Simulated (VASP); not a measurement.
# Ge in VASP: a series of runs

The runs below take Ge through single point, with PBE.

Program: VASP 6.6.1. These are calculated values, not measurements. Logs are shortened: lines on timing, memory, paths and dates and some standing lists are left out, and cuts for length are marked.

### 1 The cell of the first run

The structure is cubic, space group Pm-3m (No. 221). The conventional cell has a = 2.711 Å, b = 2.711 Å, c = 2.711 Å, α = 90.00°, β = 90.00°, γ = 90.00°. Within 3.6 Å of Ge (site symmetry m-3m) lie 6 Ge at 2.71 Å.

### 2 Single point, PBE

File INCAR:

```
PREC     = Accurate       # precision mode
ENCUT    = 520            # plane-wave cutoff, eV
EDIFF    = 1E-6           # SCF threshold, eV
ISMEAR   = 0              # smearing method
SIGMA    = 0.2            # smearing width, eV
LREAL    = F              # projectors in reciprocal space
LASPH    = T              # aspherical terms in the spheres
NELM     = 100            # most SCF steps
ALGO     = Normal         # electronic algorithm
ISIF     = 2              # what is computed and relaxed
LWAVE    = F              # write WAVECAR
LCHARG   = F              # write CHGCAR
GGA      = PE             # functional
NBANDS   = 36             # bands
```

File KPOINTS:

```
Automatic mesh
0
Gamma
  8 4 4
```

File POSCAR:

```
Ge
1.0
    0.0000000000      2.7109458118      0.0000000000
    0.0000000000      0.0000000000      5.4217165232
    5.4218916236      0.0000000000      0.0000000000
Ge
4
Direct
    0.5000000000      0.2500000000      0.2500000000
    0.5000000000      0.7500000000      0.2500000000
    0.5000000000      0.2500000000      0.7500000000
    0.5000000000      0.7500000000      0.7500000000
```

Potentials or basis: VASP PAW PBE potentials, release 64 (Ge_d).

Command:

```bash
$ cat potpaw_PBE.64/Ge_d/POTCAR > POTCAR
$ mpirun -np 1 vasp_std > vasp.out
```

OUTCAR:

```text
PREC = Accurate
   ENCUT = 520
   EDIFF = 1E-6
   ISMEAR = 0
   LREAL = F
   LASPH = T
   NELM = 100
   ISIF = 2
   GGA = PE

 ion  position               nearest neighbor table
   1  0.500  0.250  0.250-   2 2.71   2 2.71   3 2.71   3 2.71
   2  0.500  0.750  0.250-   1 2.71   1 2.71   4 2.71   4 2.71
   3  0.500  0.250  0.750-   4 2.71   4 2.71   1 2.71   1 2.71
   4  0.500  0.750  0.750-   3 2.71   3 2.71   2 2.71   2 2.71

  LATTYP: Found a simple orthorhombic cell.
 ALAT       =     2.7109458118
 B/A-ratio  =     1.9999354098
 C/A-ratio  =     2.0000000000

  Lattice vectors:

 A1 = (   0.0000000000,   2.7109458118,   0.0000000000)
 A2 = (   0.0000000000,   0.0000000000,   5.4217165232)
 A3 = (   5.4218916236,   0.0000000000,   0.0000000000)

Analysis of symmetry for initial positions (statically):
=====================================================================
 Subroutine PRICEL returns following result:

  LATTYP: Found a simple tetragonal cell.
 ALAT       =     2.7109458118
 C/A-ratio  =     0.9999677049

  Lattice vectors:

 A1 = (   0.0000000000,  -2.7109458118,   0.0000000000)
 A2 = (   2.7109458118,   0.0000000000,   0.0000000000)
 A3 = (   0.0000000000,   0.0000000000,   2.7108582616)

   4 primitive cells build up your supercell.

 Routine SETGRP: Setting up the symmetry group for a
 simple orthorhombic supercell.

 Subroutine GETGRP returns: Found  8 space group operations
 (whereof  8 operations were pure point group operations)
 out of a pool of  8 trial point group operations.

The static configuration has the point symmetry D_2h.

Analysis of symmetry for dynamics (positions and initial velocities):
=====================================================================
 Subroutine PRICEL returns following result:

  LATTYP: Found a simple tetragonal cell.
 ALAT       =     2.7109458118
 C/A-ratio  =     0.9999677049

  Lattice vectors:

 A1 = (   0.0000000000,  -2.7109458118,   0.0000000000)
 A2 = (   2.7109458118,   0.0000000000,   0.0000000000)
 A3 = (   0.0000000000,   0.0000000000,   2.7108582616)

   4 primitive cells build up your supercell.

 Routine SETGRP: Setting up the symmetry group for a
 simple orthorhombic supercell.

 Subroutine GETGRP returns: Found  8 space group operations
 (whereof  8 operations were pure point group operations)
 out of a pool of  8 trial point group operations.

The dynamic configuration has the point symmetry D_2h.

 Subroutine INISYM returns: Found  8 space group operations
 (whereof  8 operations are pure point group operations),
 and found     4 'primitive' translations

----------------------------------------------------------------------------------------

                                     Primitive cell

  volume of cell :      19.9227

  direct lattice vectors                    reciprocal lattice vectors
     0.000000000 -2.710945812  0.000000000     0.000000000 -0.368874950  0.000000000
     2.710945812  0.000000000  0.000000000     0.368874950  0.000000000  0.000000000
     0.000000000  0.000000000  2.710858262     0.000000000  0.000000000  0.368886863

  length of vectors
     2.710945812  2.710945812  2.710858262     0.368874950  0.368874950  0.368886863

  position of ions in fractional coordinates (direct lattice)
     0.500000000  0.500000000  0.500000000

  ion indices of the primitive-cell ions
   primitive index   ion index
                 1           1

----------------------------------------------------------------------------------------

 KPOINTS: Automatic mesh

Automatic generation of k-mesh.
 Grid dimensions read from file:
 generate k-points for:    8    4    4

 Generating k-lattice:

  Cartesian coordinates                     Fractional coordinates (reciprocal lattice)
     0.000000000  0.046109369  0.000000000     0.125000000  0.000000000  0.000000000
     0.000000000  0.000000000  0.046110858     0.000000000  0.250000000  0.000000000
     0.046109369  0.000000000  0.000000000     0.000000000  0.000000000  0.250000000

  Length of vectors
     0.046109369  0.046110858  0.046109369

  Shift w.r.t. Gamma in fractional coordinates (k-lattice)
     0.000000000  0.000000000  0.000000000

 Subroutine IBZKPT returns following result:
 ===========================================

 Found     45 irreducible k-points:

 Following reciprocal coordinates:
            Coordinates               Weight
  0.000000  0.000000  0.000000      1.000000
  0.125000  0.000000  0.000000      2.000000
  0.250000  0.000000  0.000000      2.000000
  0.375000  0.000000  0.000000      2.000000
  0.500000  0.000000  0.000000      1.000000
  0.000000  0.250000  0.000000      2.000000
[... 16 lines left out ...]
  0.250000  0.250000  0.250000      8.000000
  0.375000  0.250000  0.250000      8.000000
 [... further k-points ...]
   k-points           NKPTS =     45   k-points in BZ     NKDIM =     45   number of bands    NBANDS=     36
   number of dos      NEDOS =    301   number of ions     NIONS =      4
   total plane-waves  NPLWV =  32000
   dimension x,y,z NGX =    20 NGY =   40 NGZ =   40
   dimension x,y,z NGXF=    40 NGYF=   80 NGZF=   80
   ions per type =               4
   NGX,Y,Z   is equivalent  to a cutoff of  12.26, 12.27, 12.26 a.u.
   NGXF,Y,Z  is equivalent  to a cutoff of  24.53, 24.53, 24.53 a.u.
 SYSTEM =  unknown system
   PREC   = accura    normal or accurate (medium, high low for compatibility)
   ISTART =      0    job   : 0-new  1-cont  2-samecut
   ICHARG =      2    charge: 1-file 2-atom 10-const
   ISPIN  =      1    spin polarized calculation?
   LNONCOLLINEAR =      F non collinear calculations
   LSORBIT =      F    spin-orbit coupling
   LASPH  =      T    aspherical Exc in radial PAW
   ENCUT  =  520.0 eV  38.22 Ry    6.18 a.u.   5.04 10.08 10.08*2*pi/ulx,y,z
   NELM   =    100;   NELMIN=  2; NELMDL= -5     # of ELM steps
   EDIFF  = 0.1E-05   stopping-criterion for ELM
   LREAL  =      F    real-space projection
   EDIFFG = 0.1E-04   stopping-criterion for IOM
   NSW    =      0    number of steps for IOM
   IBRION =     -1    ionic relax: 0-MD 1-quasi-New 2-CG
   NFREE  =      0    steps in history (QN), initial steepest desc. (CG)
   ISIF   =      2    stress and relaxation
   ISYM   =      2    0-nonsym 1-usesym 2-fastsym
   POTIM  = 0.5000    time-step for ionic-motion
   TEBEG  =    0.0;   TEEND  =   0.0 temperature during run
   PSTRESS=    0.0 pullay stress
   NELECT =      56.0000    total number of electrons
   NUPDOWN=      -1.0000    fix difference up-down
   EMIN   =  10.00;   EMAX   =-10.00  energy-range for DOS
   EFERMI =   0.00;   METHOD = LEGACY
   ISMEAR =     0;   SIGMA  =   0.20  broadening in eV -4-tet -1-fermi 0-gaus
   EFERMI_NEDOS =   21; number of points for ismear=-14 and -15
   IALGO  =     38    algorithm
   IMIX   =      4    mixing-type and parameters
     AMIX     =   0.40;   BMIX     =  1.00
     AMIX_MAG =   1.60;   BMIX_MAG =  1.00
  volume/ion in A,a.u.               =      19.92       134.45
  Fermi-wavevector in a.u.,A,eV,Ry     =   1.455464  2.750427 28.822232  2.118374
  Thomas-Fermi vector in A             =   2.572495
   LORBIT       =      0    0 simple, 1 ext, 2 COOP (PROOUT), +10 PAW based schemes
   GGA     = PE    functional components
   LHFCALC =     F    Hartree Fock is set to
   AEXX    =    0.0000 exact exchange contribution
   IVDW    =     0    specifies the selected vdW correction
   LEPSILON=     F    determine dielectric tensor
   LRPA    =     F    only Hartree local field effects (RPA)
 non-spin polarized calculation
 Gauss-broadening in eV      SIGMA  =   0.20
  energy-cutoff  :      520.00
  volume of cell :       79.69
 maximum number of plane-waves:      2192
   NGX = 11   NGY = 21   NGZ = 21

 number of electron      55.9999877 magnetization

 Free energy of the ion-electron system (eV)
  ---------------------------------------------------
  ext. energy  EPLUGINS =         0.00000000
  ---------------------------------------------------
  free energy    TOTEN  =       -16.95143297 eV

  energy without entropy =      -16.90098773  energy(sigma->0) =      -16.92621035

 E-fermi :   5.8811     XC(G=0): -10.9062

 val. band max:        5.6855826596   @ k =   0.0000   0.5000   0.2500
 cond. band min:       5.9613086310   @ k =   0.3750   0.5000   0.2500
 fundamental gap:      0.2757259713
 Fermi energy:         5.8810826268

 k-point     1 :       0.0000    0.0000    0.0000
  band No.  band energies     occupation
      1     -18.7402      2.00000
      2     -18.7401      2.00000
      3     -18.7269      2.00000
      4     -18.7269      2.00000
      5     -18.6518      2.00000
      6     -18.6361      2.00000
[... 28 lines left out ...]
     35      15.3468      0.00000
     36      15.3488      0.00000

 k-point     2 :       0.1250    0.0000    0.0000
  band No.  band energies     occupation
      1     -18.7382      2.00000
      2     -18.7122      2.00000
      3     -18.7069      2.00000
      4     -18.7069      2.00000
      5     -18.6498      2.00000
      6     -18.6045      2.00000
[... 28 lines left out ...]
     35      15.6381      0.00000
     36      15.7026      0.00000

 k-point     3 :       0.2500    0.0000    0.0000
  band No.  band energies     occupation
      1     -18.7335      2.00000
      2     -18.6687      2.00000
      3     -18.6686      2.00000
      4     -18.6449      2.00000
      5     -18.6448      2.00000
      6     -18.6065      2.00000
[... 28 lines left out ...]
     35      13.4483      0.00000
     36      13.6079      0.00000

 k-point     4 :       0.3750    0.0000    0.0000
  band No.  band energies     occupation
      1     -18.7288      2.00000
      2     -18.6437      2.00000
      3     -18.6436      2.00000
      4     -18.6400      2.00000
      5     -18.6386      2.00000
      6     -18.6386      2.00000
[... 28 lines left out ...]
     35      11.6459      0.00000
     36      14.0547      0.00000

 k-point     5 :       0.5000    0.0000    0.0000
  band No.  band energies     occupation
      1     -18.7269      2.00000
      2     -18.6518      2.00000
      3     -18.6518      2.00000
      4     -18.6380      2.00000
      5     -18.6380      2.00000
      6     -18.6380      2.00000
[... 655 lines left out ...]
 k-point    22 :       0.1250    0.2500    0.2500
  band No.  band energies     occupation
      1     -18.6949      2.00000
      2     -18.6949      2.00000
      3     -18.6862      2.00000
      4     -18.6862      2.00000
      5     -18.6248      2.00000
      6     -18.6183      2.00000
[... 28 lines left out ...]
     35      12.5249      0.00000
     36      12.5252      0.00000

 k-point    23 :       0.2500    0.2500    0.2500
  band No.  band energies     occupation
      1     -18.6906      2.00000
      2     -18.6435      2.00000
      3     -18.6435      2.00000
      4     -18.6260      2.00000
      5     -18.6200      2.00000
      6     -18.5936      2.00000
[... 28 lines left out ...]
     35      12.9530      0.00000
     36      12.9892      0.00000

 k-point    24 :       0.3750    0.2500    0.2500
  band No.  band energies     occupation
      1     -18.6862      2.00000
      2     -18.6248      2.00000
      3     -18.6248      2.00000
      4     -18.6183      2.00000
      5     -18.6183      2.00000
      6     -18.6174      2.00000
[... 28 lines left out ...]
     35      12.0758      0.00000
     36      12.5252      0.00000

 [... further k-points ...]
[... 5 lines left out ...]
  --------------------------------------------------------------------------------------
  -------------------------------------------------------------------------------------
  Total        0.5117163      0.5117215      0.5112970      0.0000000      0.0000000      0.0000000
  in kB       10.2880097     10.2881140     10.2795799      0.0000000      0.0000000      0.0000000
  external PRESSURE =      10.2852345 kB  Pullay stress =       0.0000000 kB

 VOLUME and BASIS-vectors are now :
 -----------------------------------------------------------------------------
  energy-cutoff  :      520.00
  volume of cell :       79.69
      direct lattice vectors                 reciprocal lattice vectors
     0.000000000  2.710945812  0.000000000     0.000000000  0.368874950  0.000000000
     0.000000000  0.000000000  5.421716523     0.000000000  0.000000000  0.184443431
     5.421891624  0.000000000  0.000000000     0.184437475  0.000000000  0.000000000

 POSITION                                       TOTAL-FORCE (eV/Angst)
 -----------------------------------------------------------------------------------
      1.35547      1.35547      1.35543         0.000000     -0.000000      0.000000
      1.35547      1.35547      4.06629        -0.000000      0.000000      0.000000
      4.06642      1.35547      1.35543         0.000000     -0.000000     -0.000000
      4.06642      1.35547      4.06629         0.000000      0.000000     -0.000000
 -----------------------------------------------------------------------------------
    total drift:                                0.000000     -0.000000      0.000000

  FREE ENERGIE OF THE ION-ELECTRON SYSTEM (eV)
  ---------------------------------------------------
  free  energy   TOTEN  =       -16.9514329707 eV

  energy  without entropy=      -16.9009877252  energy(sigma->0) =      -16.92621035
```

It took 37 s on 1 thread of AMD EPYC 9R45 (Zen 5), shared host; peak memory 0.2 GiB.

What came out:

```yaml
Free_energy: -16.9514 eV
Pressure: 1.0 GPa
Band_gap_on_the_k_mesh: zero (band 28 reaches 7.24 eV, above the bottom of band 29 at 4.50 eV)
```

(Continued in part 2 of 2.)
